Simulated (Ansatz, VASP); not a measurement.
**One calculation of Si, two programs**

INCAR

```
SYSTEM = Si
PREC = Accurate
ENCUT = 520
EDIFF = 1E-6
ISMEAR = 0
SIGMA = 0.05
LREAL = .FALSE.
LASPH = .TRUE.
NELM = 100
ALGO = Normal
ISIF = 2
LWAVE = .FALSE.
LCHARG = .FALSE.
GGA = PE
NBANDS = 26
```

File KPOINTS:

```
regular mesh
0
G
  6 6 6
  0 0 0
```

Contents of POSCAR:

```
Si
1.0
    5.4309400000      0.0000000000      0.0000000000
    0.0000000000     -5.4309400000      0.0000000000
    0.0000000000      0.0000000000     -5.4309400000
Si
8
Direct
    0.5000000000      0.0000000000     -0.0745727259
    0.0000000000      0.5000000000      0.0000000000
    0.0000000000      0.0000000000      0.5000000000
    0.5000000000      0.5000000000      0.5000000000
    0.7500000000      0.7500000000      0.7500000000
    0.2500000000      0.2500000000      0.7500000000
    0.2500000000      0.7500000000      0.2500000000
    0.7500000000      0.2500000000      0.2500000000
```

Input for Ansatz:

```yaml
crystal:
  lattice:
    - [5.43094, 0.0, 0.0]
    - [0.0, -5.43094, 0.0]
    - [0.0, 0.0, -5.43094]
  atoms:
    - { symbol: Si, position: [0.5, 0.0, -0.0745727259] }
    - { symbol: Si, position: [0.0, 0.5, 0.0] }
    - { symbol: Si, position: [0.0, 0.0, 0.5] }
    - { symbol: Si, position: [0.5, 0.5, 0.5] }
    - { symbol: Si, position: [0.75, 0.75, 0.75] }
    - { symbol: Si, position: [0.25, 0.25, 0.75] }
    - { symbol: Si, position: [0.25, 0.75, 0.25] }
    - { symbol: Si, position: [0.75, 0.25, 0.25] }
basis:
  ecutwfc: 420
kpoints:
  mp_grid: { grid: [6, 6, 6] }
hamiltonian:
  xc: pbe
scf:
  occupations: { method: gaussian, width: 0.05 }
output:
  forces: true
  stress: true
  eigenvalues: true
```

Alike in both runs: task single point; functional PBE; k mesh 6 × 6 × 6; occupations gaussian, width 0.05 eV; no spin polarisation.

```csv
,VASP,Ansatz
version,VASP 6.6.1,Ansatz 0.2.0
potentials or method,"VASP PAW PBE potentials, release 64 (Si), cutoff 520 eV","scalar-relativistic, plane waves, PAW"
valence electrons in the cell,32,32
```

```csv
,VASP,Ansatz,Ansatz less VASP
gap on the k mesh at the Fermi level (eV),0.07,0.06,-0.003
least direct gap on the mesh (eV),0.32,0.32,-0.001
pressure (GPa),3.5,3.5,+0.09
"traceless stress, the component that is largest in VASP (GPa)",4.48,4.51,+0.027
rms of the force components (eV/Å),1.316,1.318,+0.0024
```

Atom by atom the forces differ by 0.003 eV/Å (rms over components).
